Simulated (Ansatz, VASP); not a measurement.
**One calculation of Pt, two programs**

```
CELL_PARAMETERS angstrom
2.75854 0.00000 0.00000
-1.37927 2.15007 0.00000
0.00000 0.00000 4.78138
ATOMIC_POSITIONS crystal
Pt 0.66667 0.33333 0.75000
Pt 0.33333 0.66667 0.25000
```

Change from the starting cell: normal strain along x +0.0000, normal strain along y -0.1000.

Alike in both runs: task single point; functional PBE; k mesh 18 × 18 × 10; occupations gaussian, width 0.15 eV; no spin polarisation.

```csv
,VASP,Ansatz
version,VASP 6.6.1,Ansatz 0.2.0
potentials or method,"VASP PAW PBE potentials, release 64 (Pt), cutoff 520 eV","scalar-relativistic, plane waves, PAW"
valence electrons in the cell,20,36
```

Ansatz gave:

```
gap on the k mesh at the Fermi level (eV)                     : none
pressure (GPa)                                                : 40.8
traceless stress, the component that is largest in VASP (GPa) : 29.96
rms of the force components (eV/Å)                            : 0.045
```

Question: What did VASP give for the same quantities?

Answer: gap on the k mesh at the Fermi level (eV): none; pressure (GPa): 40.2; traceless stress, the component that is largest in VASP (GPa): 29.71; rms of the force components (eV/Å): 0.044.

Atom by atom the forces differ by 0.000 eV/Å (rms over components). A gap of «none» marks a metal or a gap that the smearing closes. Both programs put the cell under a high pressure, so it lies far from rest at this level. VASP's potentials hold 20 valence electrons a cell and Ansatz's 36, so a difference there can come from the potentials and not from the codes.

Spin-orbit coupling is off throughout.
